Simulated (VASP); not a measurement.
# CoO (R-3m) in VASP: notebook, part 2 of 2

VASP 6.6.1.

## (6) Single point, PBE, collinear spin, ferromagnetic start

This run uses another cell than the first one, of 9.77 Å³/atom, 1.020 times its volume.

Contents of INCAR:

```
SYSTEM = CoO
ALGO = Normal
EDIFF = 1E-6
ENCUT = 600
GGA = PE
GGA_COMPAT = .FALSE.
ISIF = 2
ISMEAR = -1
ISPIN = 2
LASPH = .TRUE.
LCHARG = .TRUE.
LELF = .TRUE.
LMAXMIX = 4
LORBIT = 11
LREAL = .FALSE.
LVHAR = .TRUE.
LWAVE = .FALSE.
MAGMOM = 2 0
NBANDS = 22
NELM = 200
PREC = Accurate
SIGMA = 0.05
```

Contents of KPOINTS:

```
k-points
0
G
  11 11 11
  0 0 0
```

Contents of POSCAR:

```
CoO
1.0
    1.5154398320      0.8749395950      2.4560858334
   -1.5154398320      0.8749395950      2.4560858334
    0.0000000000     -1.7498791900      2.4560858334
Co O
1 1
Direct
    0.0000000000      0.0000000000      0.0000000000
    0.5000000000      0.5000000000      0.5000000000
```

Potentials or basis: VASP PAW PBE potentials, release 64 (Co_sv, O).

Run with:

```sh
cat potpaw_PBE.64/Co_sv/POTCAR potpaw_PBE.64/O/POTCAR > POTCAR
mpirun -np 1 vasp_std > vasp.out
```

OUTCAR:

```text
SYSTEM = CoO
   EDIFF = 1E-6
   ENCUT = 600
   GGA = PE
   ISIF = 2
   ISMEAR = -1
   ISPIN = 2
   LASPH = .TRUE.
   LORBIT = 11
   LREAL = .FALSE.
   NELM = 200
   PREC = Accurate

 ion  position               nearest neighbor table
   1  0.000  0.000  0.000-   2 2.14   2 2.14   2 2.14   2 2.14   2 2.14   2 2.14
   2  0.500  0.500  0.500-   1 2.14   1 2.14   1 2.14   1 2.14   1 2.14   1 2.14

  LATTYP: Found a trigonal (rhomboedric) cell.
 ALAT       =     3.0156980619
 COS(alpha) =     0.4949531368

  Lattice vectors:

 A1 = (   1.5154398320,   0.8749395950,   2.4560858334)
 A2 = (  -1.5154398320,   0.8749395950,   2.4560858334)
 A3 = (   0.0000000000,  -1.7498791900,   2.4560858334)

Analysis of symmetry for initial positions (statically):
=====================================================================
 Subroutine PRICEL returns:
 Original cell was already a primitive cell.

 Routine SETGRP: Setting up the symmetry group for a
 trigonal (rhombohedral) supercell.

 Subroutine GETGRP returns: Found 12 space group operations
 (whereof 12 operations were pure point group operations)
 out of a pool of 12 trial point group operations.

The static configuration has the point symmetry D_3d.

Analysis of symmetry for dynamics (positions and initial velocities):
=====================================================================
 Subroutine PRICEL returns:
 Original cell was already a primitive cell.

 Routine SETGRP: Setting up the symmetry group for a
 trigonal (rhombohedral) supercell.

 Subroutine GETGRP returns: Found 12 space group operations
 (whereof 12 operations were pure point group operations)
 out of a pool of 12 trial point group operations.

The dynamic configuration has the point symmetry D_3d.

Analysis of structural, dynamic, and magnetic symmetry:
=====================================================================
 Subroutine PRICEL returns:
 Original cell was already a primitive cell.

 Routine SETGRP: Setting up the symmetry group for a
 trigonal (rhombohedral) supercell.
[... 140 lines left out ...]
   NGX = 13   NGY = 13   NGZ = 13

 number of electron      22.9999975 magnetization       2.9397085

 Free energy of the ion-electron system (eV)
  ---------------------------------------------------
  ext. energy  EPLUGINS =         0.00000000
  ---------------------------------------------------
  free energy    TOTEN  =       -13.13601437 eV

  energy without entropy =      -13.10203728  energy(sigma->0) =      -13.11902583

 E-fermi :   8.7608     XC(G=0): -12.6255

 val. band max:        8.7590738919   @ k =  -0.2727   0.1818   0.0000
 cond. band min:       8.7631210405   @ k =   0.3636   0.2727   0.0909
 fundamental gap:      0.0040471485
 Fermi energy:         8.7608060865

 spin component 1

 k-point     1 :       0.0000    0.0000    0.0000
  band No.  band energies     occupation
      1     -88.1529      1.00000
      2     -51.4032      1.00000
      3     -51.4032      1.00000
      4     -51.3844      1.00000
      5     -11.3797      1.00000
      6       5.4756      1.00000
[... 589 lines left out ...]
     21      36.1344      0.00000
     22      37.9378      0.00000

 [... further k-points ...]

 spin component 2

 k-point     1 :       0.0000    0.0000    0.0000
  band No.  band energies     occupation
      1     -85.0766      1.00000
      2     -48.3964      1.00000
      3     -48.3964      1.00000
      4     -48.3902      1.00000
      5     -10.8762      1.00000
      6       6.1825      1.00000
[... 589 lines left out ...]
     21      36.7236      0.00000
     22      38.5129      0.00000

 [... further k-points ...]
[... 5 lines left out ...]
  --------------------------------------------------------------------------------------
  -------------------------------------------------------------------------------------
  Total       -0.6790166     -0.6790166     -0.7300034      0.0000000      0.0000000      0.0000000
  in kB      -55.6774567    -55.6774567    -59.8582324      0.0000000      0.0000000      0.0000000
  external PRESSURE =     -57.0710486 kB  Pullay stress =       0.0000000 kB

 VOLUME and BASIS-vectors are now :
 -----------------------------------------------------------------------------
  energy-cutoff  :      600.00
  volume of cell :       19.54
      direct lattice vectors                 reciprocal lattice vectors
     1.515439832  0.874939595  2.456085833     0.329937217  0.190489341  0.135717298
    -1.515439832  0.874939595  2.456085833    -0.329937217  0.190489341  0.135717298
     0.000000000 -1.749879190  2.456085833     0.000000000 -0.380978682  0.135717298

 POSITION                                       TOTAL-FORCE (eV/Angst)
 -----------------------------------------------------------------------------------
      0.00000      0.00000      0.00000        -0.000000     -0.000000      0.000000
      0.00000      0.00000      3.68413         0.000000      0.000000     -0.000000
 -----------------------------------------------------------------------------------
    total drift:                               -0.000000     -0.000000     -0.000000

  FREE ENERGIE OF THE ION-ELECTRON SYSTEM (eV)
  ---------------------------------------------------
  free  energy   TOTEN  =       -13.1360143696 eV

  energy  without entropy=      -13.1020372828  energy(sigma->0) =      -13.11902583

 total charge

# of ion       s       p       d       tot
------------------------------------------
    1        2.140   6.059   6.662  14.862
    2        1.552   3.424   0.000   4.976
--------------------------------------------------
tot          3.692   9.483   6.662  19.838

 magnetization (x)

# of ion       s       p       d       tot
------------------------------------------
    1        0.013   0.010   2.509   2.532
    2        0.028   0.271   0.000   0.299
--------------------------------------------------
tot          0.042   0.281   2.509   2.832
```

It took 1.8 min on 1 thread of Intel Xeon Platinum 8375C at 2.90GHz (Ice Lake), shared host; peak memory 0.23 GiB.

Results:

| Item | Value |
| --- | --- |
| Free energy | -13.1360 eV |
| Pressure | -5.7 GPa |
| Net moment | 2.94 μB per cell |
| Site moments | Co +2.53; O +0.30 μB |
| Valence electrons inside the program's atomic spheres | Co 14.86; O 4.98 |

Caveat: a cell with one magnetic atom can't hold antiferromagnetic order, which such compounds often take; semilocal functionals often make such compounds metallic where correlation or magnetic order opens a gap, which also shifts bond lengths.

## (7) The runs side by side

```csv
level,potentials or basis,fixed moment (μB),cell,k mesh,cutoff (eV),smearing,second run,gap on the mesh (eV),pressure (GPa),moment (μB)
LDA,"VASP PAW LDA potentials, release 64 (Co, O)",-,"a = 2.996 Å, angles 60.3°, 2 atoms",11 × 11 × 11,520,gaussian 0.05 eV,-,none,-18.9,2.79
PBE,"VASP PAW PBE potentials, release 64 (Co_sv, O)",2.0,"a = 2.996 Å, angles 60.3°, 2 atoms",9 × 9 × 9,600,fermi-dirac 0.05 eV,valence_matched,-,-10.0,2.00
PBE,"VASP PAW PBE potentials, release 64 (Co_sv, O)",0.5,"a = 2.996 Å, angles 60.3°, 2 atoms",9 × 9 × 9,600,fermi-dirac 0.05 eV,valence_matched,-,-19.2,0.50
PBE,"VASP PAW PBE potentials, release 64 (Co_sv, O)",3.0,"a = 2.996 Å, angles 60.3°, 2 atoms",9 × 9 × 9,600,fermi-dirac 0.05 eV,valence_matched,-,-1.8,3.00
PBE,"VASP PAW PBE potentials, release 64 (Co_sv, O)",-,"a = 3.016 Å, angles 60.3°, 2 atoms",11 × 11 × 11,600,fermi-dirac 0.05 eV,valence_matched,none,-5.7,2.94
```

Alike in all rows: task single point; spin collinear, ferromagnetic start.

Caveats: a cell with one magnetic atom can't hold antiferromagnetic order, which such compounds often take; the total moment is fixed, so each spin has its own Fermi level (some runs); semilocal functionals often make such compounds metallic where correlation or magnetic order opens a gap, which also shifts bond lengths (some runs).

Total energies depend on the potentials used, so only differences within one code and one set of settings carry meaning.
